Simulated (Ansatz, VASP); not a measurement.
## One calculation of LiNbF2, two programs

```
CELL_PARAMETERS angstrom
1.52386 2.63940 0.00000
-1.52386 2.63940 0.00000
0.00000 0.00000 10.91273
ATOMIC_POSITIONS crystal
Li 0.00000 0.00000 0.00000
Li 0.00000 0.00000 0.50000
Nb 0.33333 0.33333 0.75000
Nb 0.66667 0.66667 0.25000
F 0.33333 0.33333 0.08663
F 0.66667 0.66667 0.58663
F 0.33333 0.33333 0.41337
F 0.66667 0.66667 0.91337
```

Alike in both runs: functional LDA; k mesh 11 × 11 × 3; no spin polarisation.

Ansatz relaxed the structure, and its values are those at the end. VASP's run is a single point on that final structure, the one shown.

|  | VASP | Ansatz |
| --- | --- | --- |
| version | VASP 6.6.1 | Ansatz 0.2.0 |
| potentials or method | VASP PAW LDA potentials, release 64 (Li_sv, Nb_sv, F), cutoff 520 eV | PAW plane waves |
| occupations | fermi-dirac, width 0.1 eV | fermi-dirac |
| valence electrons in the cell | 60 | 60 |

Ansatz gave:

```
rms of the force components (eV/Å) : 0.010
```

**Question.** What did VASP give for the same quantities?

**Answer.** rms of the force components (eV/Å): 0.007.

LDA's correlation is that of Perdew and Zunger in VASP and of Perdew and Wang (1992) in Ansatz. Ansatz's warnings: stress scf threshold loose, structure snapped to symmetry.

Noted on VASP's run: the cutoff is under 1.25 times that of the potentials, so the pressure is a little rough.
